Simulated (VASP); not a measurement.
Set up this calculation in VASP 6.6.1, as the native input.

```yaml
Task: single point
Functional: PBEsol
Potentials_or_basis: VASP PAW PBE potentials, release 64 (Ca_sv, F)
Cutoff: 600 eV
k_mesh: 6 × 6 × 6
Occupations: fermi-dirac, width 0.02 eV
Spin: no spin polarisation
Dipole_correction: no
Further_INCAR_settings: ALGO = Normal; EDIFF = 1e-06; NBANDS = 19
```

The structure of CaF2 (Fluorite) lies in POSCAR:

```
CaF2
1.0
    0.0000000000      2.7787126793      2.7787126793
    2.7787126793      0.0000000000      2.7787126793
    2.7787126793      2.7787126793      0.0000000000
Ca F
1 2
Direct
    0.0000000000      0.0000000000      0.0000000000
    0.2500000000      0.2500000000      0.2500000000
    0.7500000000      0.7500000000      0.7500000000
```

These files were run (other wordings do the same):

INCAR

```
PREC = Accurate ; ENCUT = 600
EDIFF = 1E-6 ; ISMEAR = -1
SIGMA = 0.02 ; LREAL = False
LASPH = True ; NELM = 120
ALGO = Normal ; ISIF = 2
LWAVE = False ; LCHARG = False
GGA = PS ; NBANDS = 19
GGA_COMPAT = False
```

KPOINTS

```
regular mesh
0
Gamma
  6 6 6
```

Potentials or basis: VASP PAW PBE potentials, release 64 (Ca_sv, F).

Launch:

```sh
$ cat potpaw_PBE.64/Ca_sv/POTCAR potpaw_PBE.64/F/POTCAR > POTCAR
$ mpirun -np 1 vasp_std > vasp.out
```

It gave:

```json
{
 "Pressure": "-5.3 GPa",
 "Band gap on the k mesh": "6.80 eV, indirect (least direct gap 7.05 eV)"
}
```

Caveat: the PAW data sets were made with another functional, which shifts forces and pressure a little.

Wall time 20 s on 1 thread of AMD EPYC 9R45 (Zen 5), on a shared host, peak memory 0.14 GiB.
